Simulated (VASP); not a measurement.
# Ge (P-3m1) in VASP: single point with PBE

Aim: the single point of Ge with PBE.

All numbers are computed with VASP 6.6.1; they aren't measurements. Logs are shortened: lines on timing, memory, paths and dates and some standing lists are left out, and cuts for length are marked.

**1. The cell of the first run**

It takes space group P-3m1 (No. 164, trigonal). Conventional cell: a = 4.067 Å, b = 4.067 Å, c = 16.666 Å, α = 90.00°, β = 90.00°, γ = 120.00°. Within 3.3 Å of Ge (site symmetry 3m) lie 4 Ge at 2.49 Å. Within 3.3 Å of Ge (site symmetry 3m) lie 4 Ge at 2.49 to 2.51 Å. Ge (site symmetry 3m) has 4 Ge at 2.49 Å within 3.3 Å. Within 3.3 Å of Ge (site symmetry 3m) lie 4 Ge at 2.49 Å. Within 3.3 Å of Ge (site symmetry 3m) lie 4 Ge at 2.49 to 2.51 Å.

The cell was generated, and may not be a known phase.

**2. Single point, PBE**

INCAR

```
PREC = Accurate
ENCUT = 520
EDIFF = 1E-6
ISMEAR = 0
SIGMA = 0.1
LREAL = False
LASPH = True
NELM = 60
ALGO = Fast
ISIF = 2
LWAVE = False
LCHARG = False
GGA = PE
NBANDS = 81
```

KPOINTS

```
Automatic mesh
0
Gamma
  12 12 4
```

POSCAR

```
Ge
1.0
    4.0674616147      0.0000000000      0.0000000000
   -2.0337308074      3.5225250873      0.0000000000
    0.0000000000      0.0000000000     16.6656112000
Ge
10
Direct
    0.3333333333      0.6666666667      0.1247700000
    0.3333333333      0.6666666667      0.5250990000
    0.6666666667      0.3333333333      0.7257830000
    0.0000000000      0.0000000000      0.9252080000
    0.6666666667      0.3333333333      0.3242990000
    0.3333333333      0.6666666667      0.6757010000
    0.0000000000      0.0000000000      0.0747920000
    0.6666666667      0.3333333333      0.8752300000
    0.3333333333      0.6666666667      0.2742170000
    0.6666666667      0.3333333333      0.4749010000
```

Potentials or basis: VASP PAW PBE potentials, release 64 (Ge_d).

On the command line:

```bash
> cat potpaw_PBE.64/Ge_d/POTCAR > POTCAR
> mpirun -np 1 vasp_std > vasp.out
```

OUTCAR:

```text
PREC = Accurate
   ENCUT = 520
   EDIFF = 1E-6
   ISMEAR = 0
   LREAL = False
   LASPH = True
   NELM = 60
   ISIF = 2
   GGA = PE

 ion  position               nearest neighbor table
   1  0.333  0.667  0.125-   9 2.49   7 2.49   7 2.49   7 2.49
   2  0.333  0.667  0.525-  10 2.49  10 2.49  10 2.49   6 2.51
   3  0.667  0.333  0.726-   8 2.49   6 2.49   6 2.49   6 2.49
   4  0.000  0.000  0.925-   8 2.49   8 2.49   8 2.49   7 2.49
   5  0.667  0.333  0.324-   9 2.49   9 2.49   9 2.49  10 2.51
   6  0.333  0.667  0.676-   3 2.49   3 2.49   3 2.49   2 2.51
   7  0.000  0.000  0.075-   1 2.49   1 2.49   1 2.49   4 2.49
   8  0.667  0.333  0.875-   3 2.49   4 2.49   4 2.49   4 2.49
   9  0.333  0.667  0.274-   1 2.49   5 2.49   5 2.49   5 2.49
  10  0.667  0.333  0.475-   2 2.49   2 2.49   2 2.49   5 2.51

  LATTYP: Found a hexagonal cell.
 ALAT       =     4.0674616147
 C/A-ratio  =     4.0973001785

  Lattice vectors:

 A1 = (   4.0674616147,   0.0000000000,   0.0000000000)
 A2 = (  -2.0337308074,   3.5225250873,   0.0000000000)
 A3 = (   0.0000000000,   0.0000000000,  16.6656112000)

Analysis of symmetry for initial positions (statically):
=====================================================================
 Subroutine PRICEL returns:
 Original cell was already a primitive cell.

 Routine SETGRP: Setting up the symmetry group for a
 hexagonal supercell.

 Subroutine GETGRP returns: Found 12 space group operations
 (whereof 12 operations were pure point group operations)
 out of a pool of 24 trial point group operations.

The static configuration has the point symmetry D_3d.

Analysis of symmetry for dynamics (positions and initial velocities):
=====================================================================
 Subroutine PRICEL returns:
 Original cell was already a primitive cell.

 Routine SETGRP: Setting up the symmetry group for a
 hexagonal supercell.

 Subroutine GETGRP returns: Found 12 space group operations
 (whereof 12 operations were pure point group operations)
 out of a pool of 24 trial point group operations.

The dynamic configuration has the point symmetry D_3d.

 Subroutine INISYM returns: Found 12 space group operations
 (whereof 12 operations are pure point group operations),
 and found     1 'primitive' translations

----------------------------------------------------------------------------------------

                                     Primitive cell

  volume of cell :     238.7805

  direct lattice vectors                    reciprocal lattice vectors
     4.067461615  0.000000000  0.000000000     0.245853580  0.141943631  0.000000000
    -2.033730807  3.522525087  0.000000000     0.000000000  0.283887261  0.000000000
     0.000000000  0.000000000 16.665611200     0.000000000  0.000000000  0.060003800

  length of vectors
     4.067461615  4.067461615 16.665611200     0.283887261  0.283887261  0.060003800

  position of ions in fractional coordinates (direct lattice)
     0.333333333  0.666666667  0.124770000
     0.333333333  0.666666667  0.525099000
     0.666666667  0.333333333  0.725783000
     0.000000000  0.000000000  0.925208000
     0.666666667  0.333333333  0.324299000
     0.333333333  0.666666667  0.675701000
     0.000000000  0.000000000  0.074792000
     0.666666667  0.333333333  0.875230000
     0.333333333  0.666666667  0.274217000
     0.666666667  0.333333333  0.474901000

  ion indices of the primitive-cell ions
   primitive index   ion index
                 1           1
                 2           2
                 3           3
                 4           4
                 5           5
                 6           6
                 7           7
                 8           8
                 9           9
                10          10

----------------------------------------------------------------------------------------

 KPOINTS: Automatic mesh

Automatic generation of k-mesh.
 Grid dimensions read from file:
 generate k-points for:   12   12    4

 Generating k-lattice:

  Cartesian coordinates                     Fractional coordinates (reciprocal lattice)
     0.020487798  0.011828636  0.000000000     0.083333333  0.000000000  0.000000000
     0.000000000  0.023657272  0.000000000     0.000000000  0.083333333  0.000000000
     0.000000000  0.000000000  0.015000950     0.000000000  0.000000000  0.250000000

  Length of vectors
     0.023657272  0.023657272  0.015000950

  Shift w.r.t. Gamma in fractional coordinates (k-lattice)
     0.000000000  0.000000000  0.000000000

 Subroutine IBZKPT returns following result:
 ===========================================

 Found     69 irreducible k-points:

 Following reciprocal coordinates:
            Coordinates               Weight
  0.000000  0.000000  0.000000      1.000000
  0.083333  0.000000  0.000000      6.000000
  0.166667  0.000000  0.000000      6.000000
  0.250000  0.000000  0.000000      6.000000
  0.333333  0.000000  0.000000      6.000000
  0.416667  0.000000  0.000000      6.000000
[... 16 lines left out ...]
  0.166667  0.000000  0.250000      6.000000
  0.000000  0.166667  0.250000      6.000000
 [... further k-points ...]
   k-points           NKPTS =     69   k-points in BZ     NKDIM =     69   number of bands    NBANDS=     81
   number of dos      NEDOS =    301   number of ions     NIONS =     10
   total plane-waves  NPLWV = 113400
   dimension x,y,z NGX =    30 NGY =   30 NGZ =  126
   dimension x,y,z NGXF=    60 NGYF=   60 NGZF=  252
   ions per type =              10
   NGX,Y,Z   is equivalent  to a cutoff of  12.26, 12.26, 12.57 a.u.
   NGXF,Y,Z  is equivalent  to a cutoff of  24.52, 24.52, 25.14 a.u.
 SYSTEM =  unknown system
   PREC   = accura    normal or accurate (medium, high low for compatibility)
   ISTART =      0    job   : 0-new  1-cont  2-samecut
   ICHARG =      2    charge: 1-file 2-atom 10-const
   ISPIN  =      1    spin polarized calculation?
   LNONCOLLINEAR =      F non collinear calculations
   LSORBIT =      F    spin-orbit coupling
   LASPH  =      T    aspherical Exc in radial PAW
   ENCUT  =  520.0 eV  38.22 Ry    6.18 a.u.   7.56  7.56 30.99*2*pi/ulx,y,z
   NELM   =     60;   NELMIN=  2; NELMDL= -5     # of ELM steps
   EDIFF  = 0.1E-05   stopping-criterion for ELM
   LREAL  =      F    real-space projection
   EDIFFG = 0.1E-04   stopping-criterion for IOM
   NSW    =      0    number of steps for IOM
   IBRION =     -1    ionic relax: 0-MD 1-quasi-New 2-CG
   NFREE  =      0    steps in history (QN), initial steepest desc. (CG)
   ISIF   =      2    stress and relaxation
   ISYM   =      2    0-nonsym 1-usesym 2-fastsym
   POTIM  = 0.5000    time-step for ionic-motion
   TEBEG  =    0.0;   TEEND  =   0.0 temperature during run
   PSTRESS=    0.0 pullay stress
   NELECT =     140.0000    total number of electrons
   NUPDOWN=      -1.0000    fix difference up-down
   EMIN   =  10.00;   EMAX   =-10.00  energy-range for DOS
   EFERMI =   0.00;   METHOD = LEGACY
   ISMEAR =     0;   SIGMA  =   0.10  broadening in eV -4-tet -1-fermi 0-gaus
   EFERMI_NEDOS =   21; number of points for ismear=-14 and -15
   IALGO  =     68    algorithm
   IMIX   =      4    mixing-type and parameters
     AMIX     =   0.40;   BMIX     =  1.00
     AMIX_MAG =   1.60;   BMIX_MAG =  1.00
  volume/ion in A,a.u.               =      23.88       161.14
  Fermi-wavevector in a.u.,A,eV,Ry     =   1.370202  2.589306 25.544303  1.877453
  Thomas-Fermi vector in A             =   2.496009
   LORBIT       =      0    0 simple, 1 ext, 2 COOP (PROOUT), +10 PAW based schemes
   GGA     = PE    functional components
   LHFCALC =     F    Hartree Fock is set to
   AEXX    =    0.0000 exact exchange contribution
   IVDW    =     0    specifies the selected vdW correction
   LEPSILON=     F    determine dielectric tensor
   LRPA    =     F    only Hartree local field effects (RPA)
 non-spin polarized calculation
 RMM-DIIS sequential band-by-band and
 Gauss-broadening in eV      SIGMA  =   0.10
  energy-cutoff  :      520.00
  volume of cell :      238.78
 maximum number of plane-waves:      6468
   NGX = 15   NGY = 15   NGZ = 61

 number of electron     139.9999909 magnetization

 Free energy of the ion-electron system (eV)
  ---------------------------------------------------
  ext. energy  EPLUGINS =         0.00000000
  ---------------------------------------------------
  free energy    TOTEN  =       -45.11561853 eV

  energy without entropy =      -45.11421792  energy(sigma->0) =      -45.11491822

 E-fermi :   4.5054     XC(G=0):  -9.6729

 val. band max:        4.4918062343   @ k =   0.0000   0.0000   0.2500
 cond. band min:       4.5510492243   @ k =   0.0000   0.0000   0.0000
 fundamental gap:      0.0592429900
 Fermi energy:         4.5053859992

 k-point     1 :       0.0000    0.0000    0.0000
  band No.  band energies     occupation
      1     -20.2953      2.00000
      2     -20.2953      2.00000
      3     -20.2880      2.00000
      4     -20.2880      2.00000
      5     -20.2760      2.00000
      6     -20.2760      2.00000
[... 73 lines left out ...]
     80       7.7107      0.00000
     81       8.1340      0.00000

 k-point     2 :       0.0833    0.0000    0.0000
  band No.  band energies     occupation
      1     -20.2999      2.00000
      2     -20.2970      2.00000
      3     -20.2908      2.00000
      4     -20.2892      2.00000
      5     -20.2784      2.00000
      6     -20.2780      2.00000
[... 73 lines left out ...]
     80       7.7399      0.00000
     81       8.5194      0.00000
[... 1762 lines left out ...]
     80       7.9534      0.00000
     81       8.6958      0.00000

 k-point    24 :       0.0000    0.1667    0.2500
  band No.  band energies     occupation
      1     -20.3075      2.00000
      2     -20.3004      2.00000
      3     -20.2959      2.00000
      4     -20.2921      2.00000
      5     -20.2855      2.00000
      6     -20.2830      2.00000
[... 73 lines left out ...]
     80       8.1517      0.00000
     81       8.4467      0.00000

 [... further k-points ...]

------------------------ aborting loop because EDIFF is reached ----------------------------------------

  FORCE on cell =-STRESS in cart. coord.  units (eV):
  Direction    XX          YY          ZZ          XY          YZ          ZX
  --------------------------------------------------------------------------------------
  -------------------------------------------------------------------------------------
  Total       -0.0748890     -0.0748890     -0.0605607      0.0000000      0.0000000      0.0000000
  in kB       -0.5024928     -0.5024928     -0.4063525      0.0000000      0.0000000      0.0000000
  external PRESSURE =      -0.4704460 kB  Pullay stress =       0.0000000 kB

 VOLUME and BASIS-vectors are now :
 -----------------------------------------------------------------------------
  energy-cutoff  :      520.00
  volume of cell :      238.78
      direct lattice vectors                 reciprocal lattice vectors
     4.067461615  0.000000000  0.000000000     0.245853580  0.141943631  0.000000000
    -2.033730807  3.522525087  0.000000000     0.000000000  0.283887261  0.000000000
     0.000000000  0.000000000 16.665611200     0.000000000  0.000000000  0.060003800

 POSITION                                       TOTAL-FORCE (eV/Angst)
 -----------------------------------------------------------------------------------
     -0.00000      2.34835      2.07937        -0.000000      0.000000     -0.001002
     -0.00000      2.34835      8.75110         0.000000     -0.000000     -0.000172
      2.03373      1.17418     12.09562         0.000000     -0.000000     -0.000243
      0.00000      0.00000     15.41916        -0.000000     -0.000000     -0.000036
      2.03373      1.17418      5.40464         0.000000     -0.000000     -0.001115
     -0.00000      2.34835     11.26097        -0.000000      0.000000      0.001115
      0.00000      0.00000      1.24645        -0.000000      0.000000      0.000036
      2.03373      1.17418     14.58624         0.000000     -0.000000      0.001002
     -0.00000      2.34835      4.56999        -0.000000      0.000000      0.000243
      2.03373      1.17418      7.91452        -0.000000     -0.000000      0.000172
 -----------------------------------------------------------------------------------
    total drift:                               -0.000000      0.000000      0.000000

  FREE ENERGIE OF THE ION-ELECTRON SYSTEM (eV)
  ---------------------------------------------------
  free  energy   TOTEN  =       -45.1156185295 eV

  energy  without entropy=      -45.1142179179  energy(sigma->0) =      -45.11491822
```

It took 26 min on 1 thread of Oxide Virtual Turin-like, shared host; peak memory 0.88 GiB.

What came out:

```yaml
Free_energy: -45.1156 eV
Pressure: 0.0 GPa
Band_gap_on_the_k_mesh: zero (bands 70 and 71 overlap by 0.07 eV)
```

Caveat: semilocal functionals underestimate gaps, and a narrow one can read as zero.

The gap in the log of VASP goes by the Fermi energy; the results here count the filled bands.